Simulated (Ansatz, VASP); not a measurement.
**Two plane-wave programs on Rh**

```
CELL_PARAMETERS angstrom
2.72486 0.00000 0.00000
-1.36243 2.35980 0.00000
0.00000 0.00000 4.38512
ATOMIC_POSITIONS crystal
Rh 0.66667 0.33333 0.75000
Rh 0.33333 0.66667 0.25000
```

Alike in both runs: functional PBE; k mesh 18 × 18 × 10; occupations gaussian, width 0.1 eV; no spin polarisation.

Ansatz relaxed the structure, and its values are those at the end. VASP's run is a single point on that final structure, the one shown.

```csv
,VASP,Ansatz
version,VASP 6.6.1,Ansatz 0.2.0
potentials or method,"VASP PAW PBE potentials, release 64 (Rh_pv), cutoff 500 eV","scalar-relativistic, plane waves, PAW"
valence electrons in the cell,30,34
```

```tsv
	VASP	Ansatz	Ansatz less VASP
gap on the k mesh at the Fermi level (eV)	none	none	-
pressure (GPa)	0.0	0.0	+0.01
```

A gap of «none» marks a metal or a gap that the smearing closes. VASP's potentials hold 30 valence electrons a cell and Ansatz's 34, so a difference there can come from the potentials and not from the codes.
